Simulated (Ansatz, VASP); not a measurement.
## Au: VASP beside Ansatz

INCAR

```
SYSTEM = Au
PREC = Accurate ; ENCUT = 520
EDIFF = 1E-7 ; ISMEAR = -1
SIGMA = 0.08 ; LREAL = .False.
LASPH = .True. ; NELM = 60
ALGO = Normal ; ISIF = 2
LWAVE = .False. ; LCHARG = .True.
GGA = PE ; LELF = .True.
LVHAR = .True. ; NBANDS = 12
```

Contents of KPOINTS:

```
regular mesh
0
Gamma
  16 16 16
  0 0 0
```

File POSCAR:

```
Au
1.0
   -1.5821240661      1.5821240661      1.5821240661
    1.5821240661     -1.5821240661      1.5821240661
    1.5821240661      1.5821240661     -1.5821240661
Au
1
Direct
    0.0000000000      0.0000000000      0.0000000000
```

Input for Ansatz:

```yaml
crystal:
  lattice:
    - [-1.5821240661, 1.5821240661, 1.5821240661]
    - [1.5821240661, -1.5821240661, 1.5821240661]
    - [1.5821240661, 1.5821240661, -1.5821240661]
  atoms:
    - { symbol: Au, position: [0.0, 0.0, 0.0] }
kpoints:
  mp_grid: { grid: [16, 16, 16] }
scf:
  occupations: { method: fermi_dirac, width: 0.08 }
hamiltonian:
  xc: pbe
  pseudopotentials: { kind: all_electron, lapw: { basis_error: 0.001 } }
output:
  forces: true
  stress: true
  eigenvalues: true
  populations: true
```

Change from the starting cell: volume scaled by 0.88, LAPW.

Alike in both runs: task single point; functional PBE; k mesh 16 × 16 × 16; occupations fermi-dirac, width 0.08 eV; no spin polarisation.

|  | VASP | Ansatz |
| --- | --- | --- |
| version | VASP 6.6.1 | Ansatz 0.2.0 |
| potentials or method | VASP PAW PBE potentials, release 64 (Au), cutoff 520 eV | all-electron LAPW, scalar-relativistic |

|  | VASP | Ansatz | Ansatz less VASP |
| --- | --- | --- | --- |
| pressure (GPa) | 25.3 | 25.7 | +0.39 |

Ansatz ran all-electron here, and VASP with PAW potentials.

Spin-orbit coupling is off throughout.
